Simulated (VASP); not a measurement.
Write the native input for VASP 6.6.1 that does the following.

- Task: relaxation of cell and atoms
- Functional: PBE
- Potentials or basis: VASP PAW PBE potentials, release 64 (Ni, Al)
- Cutoff: 600 eV
- k mesh: 14 × 14 × 13
- Occupations: fermi-dirac, width 0.05 eV
- Spin: no spin polarisation
- Target pressure: 9.3 GPa
- Dipole correction: no
- Further INCAR settings: ALGO = Normal; EDIFF = 1e-06; IBRION = 2; EDIFFG = -0.005; NSW = 32; ISIF = 3

The structure of AlNi (WC type) lies in POSCAR:

```
AlNi
1.0
    2.6954978524      0.0000000000      0.0000000000
   -1.3477489262      2.3343696160      0.0000000000
    0.0000000000      0.0000000000      3.7748101466
Ni Al
1 1
Direct
    0.0000000000      0.0000000000      0.0000000000
    0.3333333333      0.6666666667      0.5000000000
```

These files were run (other wordings do the same):

INCAR

```
PREC = Accurate
ENCUT = 600
EDIFF = 1E-6
ISMEAR = -1
SIGMA = 0.05
LREAL = F
LASPH = T
NELM = 80
ALGO = Normal
ISIF = 3
LWAVE = F
LCHARG = F
GGA = PE
IBRION = 2
NSW = 32
EDIFFG = -0.005
PSTRESS = 93.0
```

KPOINTS

```
regular mesh
0
Gamma
  14 14 13
```

Potentials or basis: VASP PAW PBE potentials, release 64 (Ni, Al).

Command:

```sh
$ cat potpaw_PBE.64/Ni/POTCAR potpaw_PBE.64/Al/POTCAR > POTCAR
$ mpirun -np 1 vasp_std > vasp.out
```

It gave:

```json
{
 "Relaxed volume": "11.87 Å³/atom",
 "Relaxed cell": "a = 2.696 Å, b = 2.696 Å, c = 3.774 Å, α = 90.00°, β = 90.00°, γ = 120.00°",
 "Space group after relaxing (to 0.05 Å)": "P-6m2 (No. 187)",
 "Energy change on relaxing (the enthalpy is what falls)": "+0.2 meV/atom",
 "Ionic steps": "3",
 "Pressure after relaxing": "9.4 GPa"
}
```

Caveat: the cell is relaxed towards a set pressure, so the enthalpy falls and the energy may rise.

It took 2.3 min on 1 thread of AMD EPYC 7R13, with other jobs on the host, peak memory 0.16 GiB.
